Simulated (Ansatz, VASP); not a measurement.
# Two plane-wave programs on SrO

Contents of INCAR:

```
SYSTEM = SrO
  PREC = Accurate
  ENCUT = 520
  EDIFF = 1E-7
  ISMEAR = 0
  SIGMA = 0.01
  LREAL = .False.
  LASPH = .True.
  NELM = 80
  ALGO = Normal
  ISIF = 2
  LWAVE = .False.
  LCHARG = .False.
  GGA = PE
  NBANDS = 24
```

Contents of KPOINTS:

```
Automatic mesh
0
Gamma
  12 12 4
  0 0 0
```

File POSCAR:

```
SrO
1.0
    3.5471277436      0.0000000000      0.0000000000
   -1.7735638718      3.0719027365      0.0000000000
    0.0000000000      0.0000000000      6.2083420503
Sr O
2 2
Direct
    0.3333333333      0.6666666667      0.2500000000
    0.6666666667      0.3333333333      0.7500000000
    0.0000000000      0.0000000000      0.0000000000
    0.0000000000      0.0000000000      0.5000000000
```

Input for Ansatz:

```yaml
crystal:
  lattice:
    - [3.5471277436, 0.0, 0.0]
    - [-1.7735638718, 3.0719027365, 0.0]
    - [0.0, 0.0, 6.2083420503]
  atoms:
    - { symbol: Sr, position: [0.3333333333, 0.6666666667, 0.25] }
    - { symbol: Sr, position: [0.6666666667, 0.3333333333, 0.75] }
    - { symbol: O, position: [0.0, 0.0, 0.0] }
    - { symbol: O, position: [0.0, 0.0, 0.5] }
kpoints:
  mp_grid: { grid: [12, 12, 4] }
  band_path:
    path:
      - [0.0, 0.0, 0.0]
      - [0.5, 0.0, 0.0]
      - [0.3333333333, 0.3333333333, 0.0]
      - [0.0, 0.0, 0.5]
      - [0.5, 0.0, 0.5]
      - [0.3333333333, 0.3333333333, 0.5]
      - [0.0, 0.5, 0.0]
    npoints: 1
hamiltonian:
  xc: pbe
scf:
  occupations: { method: fixed }
  n_extra_bands: 5
output:
  forces: true
  stress: true
  eigenvalues: true
```

Alike in both runs: task single point; functional PBE; k mesh 12 × 12 × 4; no spin polarisation.

```csv
,VASP,Ansatz
version,VASP 6.6.1,Ansatz 0.2.0
potentials or method,"VASP PAW PBE potentials, release 64 (Sr_sv, O)","plane waves, PAW"
plane-wave cutoff (eV),520,420
occupations,"gaussian, width 0.01 eV",fixed
valence electrons in the cell,32,32
```

```tsv
	VASP	Ansatz	Ansatz less VASP
gap on the k mesh at the Fermi level (eV)	3.06	3.10	+0.037
pressure (GPa)	2.5	1.9	-0.58
traceless stress, the component that is largest in VASP (GPa)	-0.15	-0.14	+0.011
```
